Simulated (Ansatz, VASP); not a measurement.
**Two plane-wave programs on KCl**

INCAR

```
ALGO = Normal
EDIFF = 1E-6
ENCUT = 520
GGA = PE
ISIF = 2
ISMEAR = 0
LASPH = T
LCHARG = F
LREAL = F
LWAVE = F
NBANDS = 15
NELM = 80
PREC = Accurate
SIGMA = 0.05
```

Contents of KPOINTS:

```
k-points
0
Gamma
  8 8 8
```

POSCAR

```
KCl
1.0
    3.7772626537      0.0000000000      0.0000000000
    0.0000000000      3.7772626537      0.0000000000
    0.0000000000      0.0000000000      3.9661257864
K Cl
1 1
Direct
    0.0000000000      0.0000000000      0.0000000000
    0.5000000000      0.5000000000      0.5000000000
```

Input for Ansatz:

```yaml
crystal:
  lattice:
    - [3.7772626537, 0.0, 0.0]
    - [0.0, 3.7772626537, 0.0]
    - [0.0, 0.0, 3.9661257864]
  atoms:
    - { symbol: K, position: [0.0, 0.0, 0.0] }
    - { symbol: Cl, position: [0.5, 0.5, 0.5] }
basis:
  ecutwfc: 420
kpoints:
  mp_grid: { grid: [8, 8, 8] }
hamiltonian:
  xc: pbe
scf:
  occupations: { method: gaussian, width: 0.05 }
output:
  forces: true
  stress: true
  eigenvalues: true
```

Alike in both runs: task single point; functional PBE; k mesh 8 × 8 × 8; occupations gaussian, width 0.05 eV; no spin polarisation.

|  | VASP | Ansatz |
| --- | --- | --- |
| version | VASP 6.6.1 | Ansatz 0.2.0 |
| potentials or method | VASP PAW PBE potentials, release 64 (K_sv, Cl), cutoff 520 eV | scalar-relativistic, plane waves, PAW |
| valence electrons in the cell | 16 | 16 |

Ansatz gave:

| Item | Value |
| --- | --- |
| gap on the k mesh at the Fermi level (eV) | 4.69 |
| least direct gap on the mesh (eV) | 4.88 |
| pressure (GPa) | 0.0 |
| traceless stress, the component that is largest in VASP (GPa) | -1.40 |

Task: Which values does VASP return?

Result: gap on the k mesh at the Fermi level (eV): 4.69; least direct gap on the mesh (eV): 4.88; pressure (GPa): 0.0; traceless stress, the component that is largest in VASP (GPa): -1.39.

With one functional, cell and mesh, what is left measures potentials, basis and numerics.
